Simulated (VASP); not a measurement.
# NaH (Fm-3m) in VASP: a series of runs

Runs on NaH. Level: PBEsol. Tasks: single point.

Everything below comes from runs of VASP 6.6.1. Logs are shortened: lines on timing, memory, paths and dates and some standing lists are left out, and cuts for length are marked.

## (1) The cell of the first run

It takes space group Fm-3m (No. 225, cubic). The conventional cell has a = 4.199 Å, b = 4.199 Å, c = 4.199 Å, α = 90.00°, β = 90.00°, γ = 90.00°. Na (site symmetry m-3m) has 6 H at 2.10 Å within 2.8 Å. Within 2.8 Å of H (site symmetry m-3m) lie 6 Na at 2.10 Å.

## (2) Single point, PBEsol

Input file INCAR:

```
SYSTEM = NaH
PREC = Accurate ; ENCUT = 520
EDIFF = 1E-6 ; ISMEAR = -1
SIGMA = 0.05 ; LREAL = .False.
LASPH = .True. ; NELM = 60
ALGO = Normal ; ISIF = 2
LWAVE = .False. ; LCHARG = .False.
GGA = PS ; NBANDS = 11
```

Input file KPOINTS:

```
regular mesh
0
Gamma
  9 9 9
  0 0 0
```

Input file POSCAR:

```
NaH
1.0
    0.0000000000      2.0995234653      2.0995234653
    2.0995234653      0.0000000000      2.0995234653
    2.0995234653      2.0995234653      0.0000000000
Na H
1 1
Direct
    0.0000000000      0.0000000000      0.0000000000
    0.5000000000      0.5000000000      0.5000000000
```

Potentials or basis: VASP PAW PBE potentials, release 64 (Na_pv, H).

Run with:

```bash
> cat potpaw_PBE.64/Na_pv/POTCAR potpaw_PBE.64/H/POTCAR > POTCAR
> mpirun -np 1 vasp_std > vasp.out
```

OUTCAR:

```text
SYSTEM = NaH
   PREC = Accurate
   ENCUT = 520
   EDIFF = 1E-6
   ISMEAR = -1
   LREAL = .False.
   LASPH = .True.
   NELM = 60
   ISIF = 2
   GGA = PS

 ion  position               nearest neighbor table
   1  0.000  0.000  0.000-
   2  0.500  0.500  0.500-

  LATTYP: Found a face centered cubic cell.
 ALAT       =     4.1990469306

  Lattice vectors:

 A1 = (   0.0000000000,   2.0995234653,   2.0995234653)
 A2 = (   2.0995234653,   0.0000000000,   2.0995234653)
 A3 = (   2.0995234653,   2.0995234653,   0.0000000000)

Analysis of symmetry for initial positions (statically):
=====================================================================
 Subroutine PRICEL returns:
 Original cell was already a primitive cell.

 Routine SETGRP: Setting up the symmetry group for a
 face centered cubic supercell.

 Subroutine GETGRP returns: Found 48 space group operations
 (whereof 48 operations were pure point group operations)
 out of a pool of 48 trial point group operations.

The static configuration has the point symmetry O_h .

Analysis of symmetry for dynamics (positions and initial velocities):
=====================================================================
 Subroutine PRICEL returns:
 Original cell was already a primitive cell.

 Routine SETGRP: Setting up the symmetry group for a
 face centered cubic supercell.

 Subroutine GETGRP returns: Found 48 space group operations
 (whereof 48 operations were pure point group operations)
 out of a pool of 48 trial point group operations.

The dynamic configuration has the point symmetry O_h .

 Subroutine INISYM returns: Found 48 space group operations
 (whereof 48 operations are pure point group operations),
 and found     1 'primitive' translations

----------------------------------------------------------------------------------------

                                     Primitive cell

  volume of cell :      18.5094

  direct lattice vectors                    reciprocal lattice vectors
     0.000000000  2.099523465  2.099523465    -0.238149279  0.238149279  0.238149279
     2.099523465  0.000000000  2.099523465     0.238149279 -0.238149279  0.238149279
     2.099523465  2.099523465  0.000000000     0.238149279  0.238149279 -0.238149279

  length of vectors
     2.969174559  2.969174559  2.969174559     0.412486651  0.412486651  0.412486651

  position of ions in fractional coordinates (direct lattice)
     0.000000000  0.000000000  0.000000000
     0.500000000  0.500000000  0.500000000

  ion indices of the primitive-cell ions
   primitive index   ion index
                 1           1
                 2           2

----------------------------------------------------------------------------------------

 KPOINTS: regular mesh

Automatic generation of k-mesh.
 Grid dimensions read from file:
 generate k-points for:    9    9    9

 Generating k-lattice:

  Cartesian coordinates                     Fractional coordinates (reciprocal lattice)
    -0.026461031  0.026461031  0.026461031     0.111111111  0.000000000  0.000000000
     0.026461031 -0.026461031  0.026461031     0.000000000  0.111111111  0.000000000
     0.026461031  0.026461031 -0.026461031     0.000000000  0.000000000  0.111111111

  Length of vectors
     0.045831850  0.045831850  0.045831850

  Shift w.r.t. Gamma in fractional coordinates (k-lattice)
     0.000000000  0.000000000  0.000000000

 Subroutine IBZKPT returns following result:
 ===========================================

 Found     35 irreducible k-points:

 Following reciprocal coordinates:
            Coordinates               Weight
  0.000000  0.000000  0.000000      1.000000
  0.111111  0.000000  0.000000      8.000000
  0.222222  0.000000  0.000000      8.000000
  0.333333  0.000000  0.000000      8.000000
  0.444444  0.000000  0.000000      8.000000
  0.111111  0.111111  0.000000      6.000000
[... 16 lines left out ...]
 -0.333333  0.333333  0.000000     12.000000
  0.444444  0.444444  0.000000      6.000000
 [... further k-points ...]
   k-points           NKPTS =     35   k-points in BZ     NKDIM =     35   number of bands    NBANDS=     11
   number of dos      NEDOS =    301   number of ions     NIONS =      2
   total plane-waves  NPLWV =  13824
   dimension x,y,z NGX =    24 NGY =   24 NGZ =   24
   dimension x,y,z NGXF=    48 NGYF=   48 NGZF=   48
   ions per type =               1   1
   NGX,Y,Z   is equivalent  to a cutoff of  13.44, 13.44, 13.44 a.u.
   NGXF,Y,Z  is equivalent  to a cutoff of  26.88, 26.88, 26.88 a.u.
 SYSTEM =  NaH
   PREC   = accura    normal or accurate (medium, high low for compatibility)
   ISTART =      0    job   : 0-new  1-cont  2-samecut
   ICHARG =      2    charge: 1-file 2-atom 10-const
   ISPIN  =      1    spin polarized calculation?
   LNONCOLLINEAR =      F non collinear calculations
   LSORBIT =      F    spin-orbit coupling
   LASPH  =      T    aspherical Exc in radial PAW
   ENCUT  =  520.0 eV  38.22 Ry    6.18 a.u.   5.52  5.52  5.52*2*pi/ulx,y,z
   NELM   =     60;   NELMIN=  2; NELMDL= -5     # of ELM steps
   EDIFF  = 0.1E-05   stopping-criterion for ELM
   LREAL  =      F    real-space projection
   EDIFFG = 0.1E-04   stopping-criterion for IOM
   NSW    =      0    number of steps for IOM
   IBRION =     -1    ionic relax: 0-MD 1-quasi-New 2-CG
   NFREE  =      0    steps in history (QN), initial steepest desc. (CG)
   ISIF   =      2    stress and relaxation
   ISYM   =      2    0-nonsym 1-usesym 2-fastsym
   POTIM  = 0.5000    time-step for ionic-motion
   TEBEG  =    0.0;   TEEND  =   0.0 temperature during run
   PSTRESS=    0.0 pullay stress
   NELECT =       8.0000    total number of electrons
   NUPDOWN=      -1.0000    fix difference up-down
   EMIN   =  10.00;   EMAX   =-10.00  energy-range for DOS
   EFERMI =   0.00;   METHOD = LEGACY
   ISMEAR =    -1;   SIGMA  =   0.05  broadening in eV -4-tet -1-fermi 0-gaus
   EFERMI_NEDOS =   21; number of points for ismear=-14 and -15
   IALGO  =     38    algorithm
   IMIX   =      4    mixing-type and parameters
     AMIX     =   0.40;   BMIX     =  1.00
     AMIX_MAG =   1.60;   BMIX_MAG =  1.00
  volume/ion in A,a.u.               =       9.25        62.45
  Fermi-wavevector in a.u.,A,eV,Ry     =   1.237772  2.339050 20.845218  1.532080
  Thomas-Fermi vector in A             =   2.372325
   LORBIT       =      0    0 simple, 1 ext, 2 COOP (PROOUT), +10 PAW based schemes
   GGA     = PS    functional components
   LHFCALC =     F    Hartree Fock is set to
   AEXX    =    0.0000 exact exchange contribution
   IVDW    =     0    specifies the selected vdW correction
   LEPSILON=     F    determine dielectric tensor
   LRPA    =     F    only Hartree local field effects (RPA)
 non-spin polarized calculation
  energy-cutoff  :      520.00
  volume of cell :       18.51
 maximum number of plane-waves:       531
 NGX is ok and might be reduce to    24
   NGX = 11   NGY = 11   NGZ = 11

 number of electron       8.0000009 magnetization

 Free energy of the ion-electron system (eV)
  ---------------------------------------------------
  ext. energy  EPLUGINS =         0.00000000
  ---------------------------------------------------
  free energy    TOTEN  =        -4.66954206 eV

  energy without entropy =       -4.66954206  energy(sigma->0) =       -4.66954206

 E-fermi :   1.6021     XC(G=0):  -9.4669

 val. band max:        0.5345619394   @ k =  -0.3333   0.4444   0.1111
 cond. band min:       5.2491422058   @ k =  -0.4444   0.1111   0.0000
 fundamental gap:      4.7145802664
 Fermi energy:         1.6021238193

 k-point     1 :       0.0000    0.0000    0.0000
  band No.  band energies     occupation
      1     -20.8127      2.00000
      2     -20.8127      2.00000
      3     -20.8127      2.00000
      4      -4.4141      2.00000
      5      15.3925      0.00000
      6      19.4203      0.00000
      7      19.4203      0.00000
      8      19.4203      0.00000
      9      21.6669      0.00000
     10      21.6669      0.00000
     11      21.6674      0.00000

 k-point     2 :       0.1111    0.0000    0.0000
  band No.  band energies     occupation
      1     -20.8589      2.00000
      2     -20.8173      2.00000
      3     -20.8173      2.00000
      4      -4.1047      2.00000
      5      14.0100      0.00000
      6      16.8672      0.00000
      7      18.8611      0.00000
      8      18.8611      0.00000
      9      22.1275      0.00000
     10      22.1275      0.00000
     11      22.5750      0.00000

 k-point     3 :       0.2222    0.0000    0.0000
  band No.  band energies     occupation
      1     -20.9730      2.00000
      2     -20.8289      2.00000
      3     -20.8289      2.00000
      4      -3.2219      2.00000
      5      10.6954      0.00000
      6      15.5003      0.00000
      7      17.9345      0.00000
      8      17.9345      0.00000
      9      22.4174      0.00000
     10      22.4175      0.00000
     11      24.3843      0.00000

 k-point     4 :       0.3333    0.0000    0.0000
  band No.  band energies     occupation
      1     -21.0984      2.00000
      2     -20.8420      2.00000
      3     -20.8420      2.00000
      4      -1.9168      2.00000
      5       7.5117      0.00000
      6      14.8444      0.00000
      7      17.1680      0.00000
      8      17.1680      0.00000
      9      22.2066      0.00000
     10      22.2067      0.00000
     11      25.4951      0.00000
[... 239 lines left out ...]
 k-point    22 :      -0.4444    0.3333    0.0000
  band No.  band energies     occupation
      1     -21.0950      2.00000
      2     -20.9853      2.00000
      3     -20.9050      2.00000
      4       0.3134      2.00000
      5       6.6925      0.00000
      6       8.9695      0.00000
      7      14.6633      0.00000
      8      15.9673      0.00000
      9      21.7694      0.00000
     10      28.4569      0.00000
     11      28.5053      0.00000

 k-point    23 :      -0.3333    0.3333    0.0000
  band No.  band energies     occupation
      1     -21.0548      2.00000
      2     -21.0376      2.00000
      3     -20.8859      2.00000
      4       0.3086      2.00000
      5       7.4937      0.00000
      6       7.5149      0.00000
      7      15.2036      0.00000
      8      16.8752      0.00000
      9      24.4349      0.00000
     10      26.8826      0.00000
     11      28.3355      0.00000

 k-point    24 :       0.4444    0.4444    0.0000
  band No.  band energies     occupation
      1     -21.1276      2.00000
      2     -20.9255      2.00000
      3     -20.9255      2.00000
      4       0.0646      2.00000
      5       6.3555      0.00000
      6      12.0925      0.00000
      7      14.1973      0.00000
      8      14.1973      0.00000
      9      17.6753      0.00000
     10      31.3056      0.00000
     11      32.2054      0.00000

 [... further k-points ...]

------------------------ aborting loop because EDIFF is reached ----------------------------------------

  FORCE on cell =-STRESS in cart. coord.  units (eV):
  Direction    XX          YY          ZZ          XY          YZ          ZX
  --------------------------------------------------------------------------------------
  -------------------------------------------------------------------------------------
  Total        2.3276277      2.3276277      2.3276277     -0.0000000      0.0000000      0.0000000
  in kB      201.4799792    201.4799792    201.4799792     -0.0000000      0.0000000      0.0000000
  external PRESSURE =     201.4799792 kB  Pullay stress =       0.0000000 kB

 VOLUME and BASIS-vectors are now :
 -----------------------------------------------------------------------------
  energy-cutoff  :      520.00
  volume of cell :       18.51
      direct lattice vectors                 reciprocal lattice vectors
     0.000000000  2.099523465  2.099523465    -0.238149279  0.238149279  0.238149279
     2.099523465  0.000000000  2.099523465     0.238149279 -0.238149279  0.238149279
     2.099523465  2.099523465  0.000000000     0.238149279  0.238149279 -0.238149279

 POSITION                                       TOTAL-FORCE (eV/Angst)
 -----------------------------------------------------------------------------------
      0.00000      0.00000      0.00000        -0.000000     -0.000000      0.000000
      2.09952      2.09952      2.09952         0.000000      0.000000     -0.000000
 -----------------------------------------------------------------------------------
    total drift:                                0.000000     -0.000000     -0.000000

  FREE ENERGIE OF THE ION-ELECTRON SYSTEM (eV)
  ---------------------------------------------------
  free  energy   TOTEN  =        -4.6695420612 eV

  energy  without entropy=       -4.6695420611  energy(sigma->0) =       -4.66954206
```

It took 4.5 s on 1 thread of Intel Xeon 6975P-C, shared host; peak memory 0.13 GiB.

What came out:

- Free energy: -4.6695 eV
- Pressure: 20.1 GPa
- Band gap on the k mesh: 4.71 eV, indirect (least direct gap 5.54 eV)

Caveat: the PAW data sets were made with another functional, which shifts forces and pressure a little.

## (3) Single point, PBEsol

This run uses another cell than the first one, of 8.39 Å³/atom, 0.907 times its volume.

Input file INCAR:

```
PREC     = Accurate       # precision mode
ENCUT    = 520            # plane-wave cutoff, eV
EDIFF    = 1E-7           # SCF threshold, eV
ISMEAR   = -1             # smearing method
SIGMA    = 0.05           # smearing width, eV
LREAL    = F              # projectors in reciprocal space
LASPH    = T              # aspherical terms in the spheres
NELM     = 60             # most SCF steps
ALGO     = Normal         # electronic algorithm
ISIF     = 2              # what is computed and relaxed
LWAVE    = F              # write WAVECAR
LCHARG   = F              # write CHGCAR
GGA      = PS             # functional
NBANDS   = 11             # bands
```

Input file KPOINTS:

```
Automatic mesh
0
Gamma
  9 9 9
```

Input file POSCAR:

```
NaH
1.0
    0.0000000000      2.0321446955      2.0321446955
    2.0321446955      0.0000000000      2.0321446955
    2.0321446955      2.0321446955      0.0000000000
Na H
1 1
Direct
    0.0000000000      0.0000000000      0.0000000000
    0.5000000000      0.5000000000      0.5000000000
```

Potentials or basis: VASP PAW PBE potentials, release 64 (Na_pv, H).

Run with:

```bash
> cat potpaw_PBE.64/Na_pv/POTCAR potpaw_PBE.64/H/POTCAR > POTCAR
> mpirun -np 1 vasp_std > vasp.out
```

OUTCAR:

```text
PREC = Accurate
   ENCUT = 520
   EDIFF = 1E-7
   ISMEAR = -1
   LREAL = F
   LASPH = T
   NELM = 60
   ISIF = 2
   GGA = PS

 ion  position               nearest neighbor table
   1  0.000  0.000  0.000-
   2  0.500  0.500  0.500-

  LATTYP: Found a face centered cubic cell.
 ALAT       =     4.0642893910

  Lattice vectors:

 A1 = (   0.0000000000,   2.0321446955,   2.0321446955)
[... 517 lines left out ...]
     10      33.8600      0.00000
     11      34.4777      0.00000

 [... further k-points ...]

------------------------ aborting loop because EDIFF is reached ----------------------------------------

  FORCE on cell =-STRESS in cart. coord.  units (eV):
  Direction    XX          YY          ZZ          XY          YZ          ZX
  --------------------------------------------------------------------------------------
  -------------------------------------------------------------------------------------
  Total        3.1796433      3.1796433      3.1796433      0.0000000      0.0000000      0.0000000
  in kB      303.5254433    303.5254433    303.5254433      0.0000000      0.0000000      0.0000000
  external PRESSURE =     303.5254433 kB  Pullay stress =       0.0000000 kB

 VOLUME and BASIS-vectors are now :
 -----------------------------------------------------------------------------
  energy-cutoff  :      520.00
  volume of cell :       16.78
      direct lattice vectors                 reciprocal lattice vectors
     0.000000000  2.032144695  2.032144695    -0.246045472  0.246045472  0.246045472
     2.032144695  0.000000000  2.032144695     0.246045472 -0.246045472  0.246045472
     2.032144695  2.032144695  0.000000000     0.246045472  0.246045472 -0.246045472

 POSITION                                       TOTAL-FORCE (eV/Angst)
 -----------------------------------------------------------------------------------
      0.00000      0.00000      0.00000         0.000000      0.000000     -0.000000
      2.03214      2.03214      2.03214         0.000000      0.000000      0.000000
 -----------------------------------------------------------------------------------
    total drift:                                0.000000     -0.000000     -0.000000

  FREE ENERGIE OF THE ION-ELECTRON SYSTEM (eV)
  ---------------------------------------------------
  free  energy   TOTEN  =        -4.3997081731 eV

  energy  without entropy=       -4.3997081731  energy(sigma->0) =       -4.39970817
```

stdout:

```text
POSCAR found type information on POSCAR NaH
 POSCAR found :  2 types and       2 ions
 scaLAPACK will be used
 -----------------------------------------------------------------------------
|                                                                             |
|                                                                             |
|     You enforced a specific xc type in the INCAR file but a different       |
|     I HOPE YOU KNOW WHAT YOU ARE DOING!                                     |
|                                                                             |
 -----------------------------------------------------------------------------

 LDA part: xc-table for (Slater+PW92), standard interpolation
 POSCAR, INCAR and KPOINTS ok, starting setup
 FFT: planning ... GRIDC
 FFT: planning ... GRID_SOFT
 FFT: planning ... GRID
 WAVECAR not read
 entering main loop
```

It took 4.3 s on 1 thread of Intel Xeon 6975P-C, shared host; peak memory 0.13 GiB.

Results:

```
Free energy            : -4.3997 eV
Pressure               : 30.4 GPa
Band gap on the k mesh : 4.95 eV, indirect (least direct gap 5.76 eV)
```

Caveat: the PAW data sets were made with another functional, which shifts forces and pressure a little. A k mesh can miss the band edges.

(Part 1 of 2 ends here.)
